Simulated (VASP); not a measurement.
Here is a VASP 6.6.1 calculation.

The input INCAR:

```
ALGO     = Normal         # electronic algorithm
EDIFF    = 1E-6           # SCF threshold, eV
EDIFFG   = -0.005         # ionic threshold
ENCUT    = 600            # plane-wave cutoff, eV
GGA      = PS             # functional
IBRION   = 2              # ionic algorithm
ISIF     = 3              # what is computed and relaxed
ISMEAR   = -1             # smearing method
LASPH    = T              # aspherical terms in the spheres
LCHARG   = F              # write CHGCAR
LREAL    = F              # projectors in reciprocal space
LWAVE    = F              # write WAVECAR
NELM     = 80             # most SCF steps
NSW      = 80             # ionic steps
PREC     = Accurate       # precision mode
SIGMA    = 0.05           # smearing width, eV
```

The input KPOINTS:

```
k-points
0
Gamma
  11 11 11
```

File POSCAR:

```
Ag
1.0
   -1.6556540000      1.6556540000      1.6556540000
    1.6556540000     -1.6556540000      1.6556540000
    1.6556540000      1.6556540000     -1.6556540000
Ag
1
Direct
    0.0000000000      0.0000000000      0.0000000000
```

Potentials or basis: VASP PAW PBE potentials, release 64 (Ag).

Command:

```sh
$ cat potpaw_PBE.64/Ag/POTCAR > POTCAR
$ mpirun -np 1 vasp_std > vasp.out
```

Problem. What does it give for the relaxed volume?

Solution. 16.77 Å³/atom.

Problem. Predict the space group after relaxing (to 0.05 Å).

Solution. Im-3m (No. 229).

Problem. Estimate the relaxed cell.

Solution. a = 2.793 Å, b = 2.793 Å, c = 2.793 Å, α = 109.47°, β = 109.47°, γ = 109.47°.

Final structure:
```
Ag
1.0
    -1.61231    1.61231    1.61231
     1.61231   -1.61231    1.61231
     1.61231    1.61231   -1.61231
Ag
1
Direct
  0.00000 0.00000 0.00000
```

Caveat: the PAW data sets were made with another functional, which shifts forces and pressure a little.
